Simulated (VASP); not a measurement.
**Cd2S: single point with PBE0**

Crystal: Cd2S.

```
Cd S
1.0
     3.96916    0.00000    0.00000
    -1.98458    3.43740    0.00000
     0.00000    0.00000    5.67833
Cd S
2 1
Direct
  0.33333 0.66667 0.93299
  0.66667 0.33333 0.57693
  0.33333 0.66667 0.36724
```

```yaml
Program: VASP 6.6.1
Task: single point
Functional: PBE0
Potentials_or_basis: VASP PAW PBE potentials, release 64 (Cd_sv_GW, S)
Cutoff: 470 eV
k_mesh: 4 × 4 × 2
Occupations: fermi-dirac, width 0.05 eV
Spin: no spin polarisation
Dipole_correction: no
Grid_for_exact_exchange_PRECFOCK: Normal
Further_INCAR_settings: ALGO = Normal; EDIFF = 1e-06; NBANDS = 30
Share_of_exact_exchange: 0.25
```

| Item | Value |
| --- | --- |
| Pressure | -2.0 GPa |
| Largest force | 0.010 eV/Å |
| Band gap on the k mesh | 1.67 eV (least direct gap 2.62 eV) |

Forces on the atoms (eV/Å):
```
Cd   0.000  0.000  0.006
Cd   0.000  0.000  0.004
S    0.000  0.000 -0.010
```

Levels at points of the mesh, in eV from the valence-band top:
```
           k point  band 21  band 22  band 23  band 24  band 25  band 26
(0.00, 0.00, 0.00)    -4.09    -1.18    -1.18     4.67     6.81     8.35
(0.50, 0.00, 0.00)    -3.54    -2.15    -0.96     1.67     4.75     6.10
(0.00, 0.00, 0.50)    -1.08    -1.08    -0.11     2.75     6.34     7.95
(0.50, 0.00, 0.50)    -4.29    -1.90    -0.89     2.95     4.97     5.93
```

It took 14 min on 1 thread of AMD EPYC 9R45 96-Core Processor (Zen 5), with other jobs on the host, peak memory 0.18 GiB.

Caveat: the k points lie up to 0.55 Å⁻¹ apart; the PAW data sets were made with another functional, which shifts forces and pressure a little. A k mesh can miss the band edges.
